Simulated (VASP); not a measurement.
**Mg3O: single point with PBE**

Mg3O:

```xyz
4
Lattice="4.2894 0.0000 0.0000 0.0000 4.2894 0.0000 0.0000 0.0000 3.7980" Properties=species:S:1:pos:R:3 pbc="T T T"
Mg    0.0000    2.1447    1.8990
Mg    2.1447    0.0000    1.8990
Mg    2.1447    2.1447    0.0000
O     0.0000    0.0000    0.0000
```

| Property | Result |
| --- | --- |
| Program | VASP 6.6.1 |
| Task | single point |
| Functional | PBE |
| Potentials or basis | VASP PAW PBE potentials, release 64 (Mg, O) |
| Cutoff | 520 eV |
| k mesh | 12 × 12 × 12 |
| Occupations | gaussian, width 0.1 eV |
| Spin | no spin polarisation |
| Dipole correction | no |
| Further INCAR settings | ALGO = Normal; EDIFF = 1e-06; NBANDS = 14 |

```yaml
Pressure: -0.1 GPa
Band_gap_on_the_k_mesh: zero (band 6 reaches 4.72 eV, above the bottom of band 7 at 2.68 eV)
```

Levels at points of the mesh, in eV from the Fermi level:
```csv
k point,band 4,band 5,band 6,band 7,band 8,band 9
"(0.00, 0.00, 0.00)",-3.39,-2.83,1.32,1.87,1.87,3.08
"(0.50, 0.00, 0.00)",-3.04,-2.71,-1.79,1.34,3.40,3.90
"(0.50, 0.50, 0.00)",-4.15,-2.63,0.32,0.32,0.71,4.64
"(0.00, 0.00, 0.50)",-3.02,-2.90,-1.80,1.98,1.98,2.92
"(0.50, 0.00, 0.50)",-3.58,-2.89,0.01,0.31,0.71,3.18
"(0.50, 0.50, 0.50)",-3.92,-2.35,-0.80,-0.65,-0.65,2.37
```

Run time: 52 s on 1 thread of Intel(R) Xeon(R) 6975P-C (Granite Rapids) (shared host), peak memory 0.31 GiB.
